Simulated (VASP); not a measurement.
# Be2ZnTe5 (P-42m) in VASP: notebook

The runs below take Be2ZnTe5 through single point, relaxation of cell and atoms, with PBE.

Everything below comes from runs of VASP 6.6.1. Logs are shortened: lines on timing, memory, paths and dates and some standing lists are left out, and cuts for length are marked.

## (1) The cell of the first run

It takes space group P-42m (No. 111, tetragonal). Conventional cell: a = 5.942 Å, b = 5.942 Å, c = 6.696 Å, α = 90.00°, β = 90.00°, γ = 90.00°. Be (site symmetry 222) has 4 Te at 2.48 Å within 3.3 Å. Within 3.7 Å of Zn (site symmetry -42m) lie 4 Te at 2.81 Å. Te (site symmetry m) has 2 Be at 2.48 Å and 1 Zn at 2.81 Å and 1 Te at 3.05 Å within 3.3 Å. Within 4.0 Å of Te (site symmetry -42m) lie 4 Te at 3.05 Å.

## (2) Single point, PBE

The input, INCAR:

```
ALGO     = Normal         # electronic algorithm
EDIFF    = 1E-6           # SCF threshold, eV
ENCUT    = 520            # plane-wave cutoff, eV
GGA      = PE             # functional
ISIF     = 2              # what is computed and relaxed
ISMEAR   = 0              # smearing method
LASPH    = True           # aspherical terms in the spheres
LCHARG   = False          # write CHGCAR
LREAL    = False          # projectors in reciprocal space
LWAVE    = False          # write WAVECAR
NBANDS   = 33             # bands
NELM     = 80             # most SCF steps
PREC     = Accurate       # precision mode
SIGMA    = 0.2            # smearing width, eV
```

The input, KPOINTS:

```
k-points
0
Gamma
  3 3 3
```

The input, POSCAR:

```
Be2ZnTe5
1.0
    5.9421725498      0.0000000000      0.0000000000
    0.0000000000      5.9421725498      0.0000000000
    0.0000000000      0.0000000000      6.6956529189
Be Zn Te
2 1 5
Direct
    0.5000000000      0.0000000000      0.5000000000
    0.0000000000      0.5000000000      0.5000000000
    0.0000000000      0.0000000000      0.0000000000
    0.2304117621      0.2304117621      0.3044787733
    0.2304117621      0.7695882379      0.6955212267
    0.7695882379      0.2304117621      0.6955212267
    0.7695882379      0.7695882379      0.3044787733
    0.5000000000      0.5000000000      0.0000000000
```

Potentials or basis: VASP PAW PBE potentials, release 64 (Be, Zn, Te).

On the command line:

```
$ cat potpaw_PBE.64/Be/POTCAR potpaw_PBE.64/Zn/POTCAR potpaw_PBE.64/Te/POTCAR > POTCAR
$ mpirun -np 1 vasp_std > vasp.out
```

OUTCAR:

```text
EDIFF = 1E-6
   ENCUT = 520
   GGA = PE
   ISIF = 2
   ISMEAR = 0
   LASPH = True
   LREAL = False
   NELM = 80
   PREC = Accurate

 ion  position               nearest neighbor table
   1  0.500  0.000  0.500-   4 2.48   5 2.48   6 2.48   7 2.48
   2  0.000  0.500  0.500-   4 2.48   5 2.48   6 2.48   7 2.48
   3  0.000  0.000  0.000-   4 2.81   5 2.81   6 2.81   7 2.81
   4  0.230  0.230  0.304-   1 2.48   2 2.48   3 2.81   8 3.05
   5  0.230  0.770  0.696-   1 2.48   2 2.48   3 2.81   8 3.05
   6  0.770  0.230  0.696-   1 2.48   2 2.48   3 2.81   8 3.05
   7  0.770  0.770  0.304-   1 2.48   2 2.48   3 2.81   8 3.05
   8  0.500  0.500  0.000-   4 3.05   5 3.05   6 3.05   7 3.05

  LATTYP: Found a simple tetragonal cell.
 ALAT       =     5.9421725498
 C/A-ratio  =     1.1268021692

  Lattice vectors:

 A1 = (   5.9421725498,   0.0000000000,   0.0000000000)
 A2 = (   0.0000000000,   5.9421725498,   0.0000000000)
 A3 = (   0.0000000000,   0.0000000000,   6.6956529189)

Analysis of symmetry for initial positions (statically):
=====================================================================
 Subroutine PRICEL returns:
 Original cell was already a primitive cell.

 Routine SETGRP: Setting up the symmetry group for a
 simple tetragonal supercell.

 Subroutine GETGRP returns: Found  8 space group operations
 (whereof  8 operations were pure point group operations)
 out of a pool of 16 trial point group operations.

The static configuration has the point symmetry D_2d.

Analysis of symmetry for dynamics (positions and initial velocities):
=====================================================================
 Subroutine PRICEL returns:
 Original cell was already a primitive cell.

 Routine SETGRP: Setting up the symmetry group for a
 simple tetragonal supercell.

 Subroutine GETGRP returns: Found  8 space group operations
 (whereof  8 operations were pure point group operations)
 out of a pool of 16 trial point group operations.

The dynamic configuration has the point symmetry D_2d.

 Subroutine INISYM returns: Found  8 space group operations
 (whereof  8 operations are pure point group operations),
 and found     1 'primitive' translations

----------------------------------------------------------------------------------------

                                     Primitive cell

  volume of cell :     236.4196

  direct lattice vectors                    reciprocal lattice vectors
     5.942172550  0.000000000  0.000000000     0.168288617  0.000000000  0.000000000
     0.000000000  5.942172550  0.000000000     0.000000000  0.168288617  0.000000000
     0.000000000  0.000000000  6.695652919     0.000000000  0.000000000  0.149350633

  length of vectors
     5.942172550  5.942172550  6.695652919     0.168288617  0.168288617  0.149350633

  position of ions in fractional coordinates (direct lattice)
     0.500000000  0.000000000  0.500000000
     0.000000000  0.500000000  0.500000000
     0.000000000  0.000000000  0.000000000
     0.230411762  0.230411762  0.304478773
     0.230411762  0.769588238  0.695521227
     0.769588238  0.230411762  0.695521227
     0.769588238  0.769588238  0.304478773
     0.500000000  0.500000000  0.000000000

  ion indices of the primitive-cell ions
   primitive index   ion index
                 1           1
                 2           2
                 3           3
                 4           4
                 5           5
                 6           6
                 7           7
                 8           8

----------------------------------------------------------------------------------------

 KPOINTS: k-points

Automatic generation of k-mesh.
 Grid dimensions read from file:
 generate k-points for:    3    3    3

 Generating k-lattice:

  Cartesian coordinates                     Fractional coordinates (reciprocal lattice)
     0.056096206  0.000000000  0.000000000     0.333333333  0.000000000  0.000000000
     0.000000000  0.056096206  0.000000000     0.000000000  0.333333333  0.000000000
     0.000000000  0.000000000  0.049783544     0.000000000  0.000000000  0.333333333

  Length of vectors
     0.056096206  0.056096206  0.049783544

  Shift w.r.t. Gamma in fractional coordinates (k-lattice)
     0.000000000  0.000000000  0.000000000

 Subroutine IBZKPT returns following result:
 ===========================================

 Found      6 irreducible k-points:

 Following reciprocal coordinates:
            Coordinates               Weight
  0.000000  0.000000  0.000000      1.000000
  0.333333  0.000000  0.000000      4.000000
  0.333333  0.333333  0.000000      4.000000
  0.000000  0.000000  0.333333      2.000000
  0.333333  0.000000  0.333333      8.000000
  0.333333  0.333333  0.333333      8.000000
   k-points           NKPTS =      6   k-points in BZ     NKDIM =      6   number of bands    NBANDS=     33
   number of dos      NEDOS =    301   number of ions     NIONS =      8
   total plane-waves  NPLWV = 115200
   dimension x,y,z NGX =    48 NGY =   48 NGZ =   50
   dimension x,y,z NGXF=    96 NGYF=   96 NGZF=  100
   ions per type =               2   1   5
   NGX,Y,Z   is equivalent  to a cutoff of  13.43, 13.43, 12.41 a.u.
   NGXF,Y,Z  is equivalent  to a cutoff of  26.86, 26.86, 24.83 a.u.
 SYSTEM =  unknown system
   PREC   = accura    normal or accurate (medium, high low for compatibility)
   ISTART =      0    job   : 0-new  1-cont  2-samecut
   ICHARG =      2    charge: 1-file 2-atom 10-const
   ISPIN  =      1    spin polarized calculation?
   LNONCOLLINEAR =      F non collinear calculations
   LSORBIT =      F    spin-orbit coupling
   LASPH  =      T    aspherical Exc in radial PAW
   ENCUT  =  520.0 eV  38.22 Ry    6.18 a.u.  11.05 11.05 12.45*2*pi/ulx,y,z
   NELM   =     80;   NELMIN=  2; NELMDL= -5     # of ELM steps
   EDIFF  = 0.1E-05   stopping-criterion for ELM
   LREAL  =      F    real-space projection
   EDIFFG = 0.1E-04   stopping-criterion for IOM
   NSW    =      0    number of steps for IOM
   IBRION =     -1    ionic relax: 0-MD 1-quasi-New 2-CG
   NFREE  =      0    steps in history (QN), initial steepest desc. (CG)
   ISIF   =      2    stress and relaxation
   ISYM   =      2    0-nonsym 1-usesym 2-fastsym
   POTIM  = 0.5000    time-step for ionic-motion
   TEBEG  =    0.0;   TEEND  =   0.0 temperature during run
   PSTRESS=    0.0 pullay stress
   NELECT =      46.0000    total number of electrons
   NUPDOWN=      -1.0000    fix difference up-down
   EMIN   =  10.00;   EMAX   =-10.00  energy-range for DOS
   EFERMI =   0.00;   METHOD = LEGACY
   ISMEAR =     0;   SIGMA  =   0.20  broadening in eV -4-tet -1-fermi 0-gaus
   EFERMI_NEDOS =   21; number of points for ismear=-14 and -15
   IALGO  =     38    algorithm
   IMIX   =      4    mixing-type and parameters
     AMIX     =   0.40;   BMIX     =  1.00
     AMIX_MAG =   1.60;   BMIX_MAG =  1.00
  volume/ion in A,a.u.               =      29.55       199.43
  Fermi-wavevector in a.u.,A,eV,Ry     =   0.948636  1.792662 12.244024  0.899910
  Thomas-Fermi vector in A             =   2.076843
   LORBIT       =      0    0 simple, 1 ext, 2 COOP (PROOUT), +10 PAW based schemes
   GGA     = PE    functional components
   LHFCALC =     F    Hartree Fock is set to
   AEXX    =    0.0000 exact exchange contribution
   IVDW    =     0    specifies the selected vdW correction
   LEPSILON=     F    determine dielectric tensor
   LRPA    =     F    only Hartree local field effects (RPA)
 non-spin polarized calculation
 Gauss-broadening in eV      SIGMA  =   0.20
  energy-cutoff  :      520.00
  volume of cell :      236.42
 maximum number of plane-waves:      6374
 NGX is ok and might be reduce to    48
   NGX = 23   NGY = 23   NGZ = 25

 number of electron      46.0000012 magnetization

 Free energy of the ion-electron system (eV)
  ---------------------------------------------------
  ext. energy  EPLUGINS =         0.00000000
  ---------------------------------------------------
  free energy    TOTEN  =       -24.41811552 eV

  energy without entropy =      -24.32086869  energy(sigma->0) =      -24.36949210

 E-fermi :   4.9339     XC(G=0):  -8.5832

 val. band max:        4.7334283469   @ k =   0.3333   0.3333   0.0000
 cond. band min:       4.9360572184   @ k =   0.3333   0.3333   0.3333
 fundamental gap:      0.2026288715
 Fermi energy:         4.9339073681

 k-point     1 :       0.0000    0.0000    0.0000
  band No.  band energies     occupation
      1      -8.3361      2.00000
      2      -6.7145      2.00000
      3      -6.6126      2.00000
      4      -6.6126      2.00000
      5      -6.1247      2.00000
      6      -2.9300      2.00000
[... 25 lines left out ...]
     32      10.1672      0.00000
     33      10.4168      0.00000

 k-point     2 :       0.3333    0.0000    0.0000
  band No.  band energies     occupation
      1      -8.0740      2.00000
      2      -7.2589      2.00000
      3      -6.6753      2.00000
      4      -6.6206      2.00000
      5      -5.7822      2.00000
      6      -2.9624      2.00000
[... 25 lines left out ...]
     32       9.5817      0.00000
     33       9.6656      0.00000

 k-point     3 :       0.3333    0.3333    0.0000
  band No.  band energies     occupation
      1      -7.8684      2.00000
      2      -7.2530      2.00000
      3      -6.9076      2.00000
      4      -6.7794      2.00000
      5      -5.5910      2.00000
      6      -2.9569      2.00000
[... 25 lines left out ...]
     32       8.9479      0.00000
     33       9.1998      0.00000

 k-point     4 :       0.0000    0.0000    0.3333
  band No.  band energies     occupation
      1      -8.0894      2.00000
      2      -7.4107      2.00000
      3      -6.6092      2.00000
      4      -6.6092      2.00000
      5      -5.6146      2.00000
      6      -2.9422      2.00000
[... 25 lines left out ...]
     32       8.5520      0.00000
     33       9.2543      0.00000

 k-point     5 :       0.3333    0.0000    0.3333
  band No.  band energies     occupation
      1      -7.8708      2.00000
      2      -7.3743      2.00000
      3      -6.9208      2.00000
      4      -6.7126      2.00000
      5      -5.5319      2.00000
      6      -2.9487      2.00000
[... 25 lines left out ...]
     32       8.8314      0.00000
     33       9.3435      0.00000

 k-point     6 :       0.3333    0.3333    0.3333
  band No.  band energies     occupation
      1      -7.7770      2.00000
      2      -7.2645      2.00000
      3      -6.9001      2.00000
      4      -6.8455      2.00000
      5      -5.6872      2.00000
      6      -2.9447      2.00000
[... 25 lines left out ...]
     32       9.0001      0.00000
     33       9.0084      0.00000

------------------------ aborting loop because EDIFF is reached ----------------------------------------

  FORCE on cell =-STRESS in cart. coord.  units (eV):
  Direction    XX          YY          ZZ          XY          YZ          ZX
  --------------------------------------------------------------------------------------
  -------------------------------------------------------------------------------------
  Total       -0.2428792     -0.2428792      0.4848956      0.0000000      0.0000000      0.0000000
  in kB       -1.6459532     -1.6459532      3.2860588      0.0000000      0.0000000      0.0000000
  external PRESSURE =      -0.0019492 kB  Pullay stress =       0.0000000 kB

 VOLUME and BASIS-vectors are now :
 -----------------------------------------------------------------------------
  energy-cutoff  :      520.00
  volume of cell :      236.42
      direct lattice vectors                 reciprocal lattice vectors
     5.942172550  0.000000000  0.000000000     0.168288617  0.000000000  0.000000000
     0.000000000  5.942172550  0.000000000     0.000000000  0.168288617  0.000000000
     0.000000000  0.000000000  6.695652919     0.000000000  0.000000000  0.149350633

 POSITION                                       TOTAL-FORCE (eV/Angst)
 -----------------------------------------------------------------------------------
      2.97109      0.00000      3.34783         0.000000      0.000000     -0.000000
      0.00000      2.97109      3.34783         0.000000      0.000000     -0.000000
      0.00000      0.00000      0.00000         0.000000      0.000000      0.000000
      1.36915      1.36915      2.03868         0.013824      0.013824     -0.014774
      1.36915      4.57303      4.65697         0.013824     -0.013824      0.014774
      4.57303      1.36915      4.65697        -0.013824      0.013824      0.014774
      4.57303      4.57303      2.03868        -0.013824     -0.013824     -0.014774
      2.97109      2.97109      0.00000         0.000000      0.000000      0.000000
 -----------------------------------------------------------------------------------
    total drift:                               -0.000000     -0.000000     -0.000000

  FREE ENERGIE OF THE ION-ELECTRON SYSTEM (eV)
  ---------------------------------------------------
  free  energy   TOTEN  =       -24.4181155205 eV

  energy  without entropy=      -24.3208686851  energy(sigma->0) =      -24.36949210
```

Run time: 28 s. Hardware: 1 thread of Intel Xeon Platinum 8559C (Emerald Rapids), shared host; peak memory 0.34 GiB.

What came out:

```yaml
Free_energy: -24.4181 eV
Pressure: 0.0 GPa
Largest_force: 0.025 eV/Å
Band_gap_on_the_k_mesh: zero (band 23 reaches 5.03 eV, above the bottom of band 24 at 4.45 eV)
```

Forces on the atoms (eV/Å):
```
Be   0.000  0.000  0.000
Be   0.000  0.000  0.000
Zn   0.000  0.000  0.000
Te   0.014  0.014 -0.015
Te   0.014 -0.014  0.015
Te  -0.014  0.014  0.015
Te  -0.014 -0.014 -0.015
Te   0.000  0.000  0.000
```

Stress tensor (GPa, compression positive):
```
-0.16  0.00  0.00
 0.00 -0.16  0.00
 0.00  0.00  0.33
```

Caveat: spin-orbit coupling is left out, which moves the levels of the heavy elements.

(Continued in part 2 of 2.)
